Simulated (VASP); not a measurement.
# CrN2: single point with PBEsol

CrN2:

```
Cr N
1.0
     3.90179    0.00000    0.00000
     0.00000    4.80951    0.00000
     0.00000    0.00000    2.78417
Cr N
2 4
Direct
  0.00000 0.00000 0.00000
  0.50000 0.50000 0.50000
  0.86617 0.58878 0.00000
  0.13383 0.41123 0.00000
  0.36617 0.91122 0.50000
  0.63383 0.08878 0.50000
```

```yaml
Program: VASP 6.6.1
Task: single point
Functional: PBEsol
Potentials_or_basis: VASP PAW PBE potentials, release 64 (Cr_pv, N)
Cutoff: 520 eV
k_mesh: 6 × 5 × 8
Occupations: fermi-dirac, width 0.05 eV
Spin: collinear spin, ferromagnetic start
Starting_moments: "[2.25, 2.25, 0.0, 0.0, 0.0, 0.0] μB"
Fixed_moment: 4.5 μB
Dipole_correction: no
Further_INCAR_settings: ALGO = Normal; EDIFF = 1e-06; NBANDS = 35
```

```json
{"Pressure": "-8.8 GPa", "Largest force": "0.042 eV/Å", "Net moment": "4.50 μB per cell", "Site moments": "Cr +2.28; N -0.07 μB", "Valence electrons inside the program's atomic spheres": "Cr 10.87; N 3.75"}
```

Forces in eV/Å, atoms in the order of the input:
```
Cr   0.000  0.000  0.000
Cr   0.000  0.000  0.000
N   -0.040 -0.012  0.000
N    0.040  0.012  0.000
N   -0.040  0.012  0.000
N    0.040 -0.012  0.000
```

Stress tensor (GPa, compression positive):
```
-9.88  0.00  0.00
 0.00 -8.85  0.00
 0.00  0.00 -7.62
```

Wall time 2.5 min on 1 thread of Intel(R) Xeon(R) Platinum 8488C (Sapphire Rapids), with other jobs on the host, peak memory 0.28 GiB.

Caveat: the cell stands under tension; the PAW data sets were made with another functional, which shifts forces and pressure a little; the total moment is fixed, so each spin has its own Fermi level; only a ferromagnetic start was run, and an antiferromagnetic order may lie lower in energy.
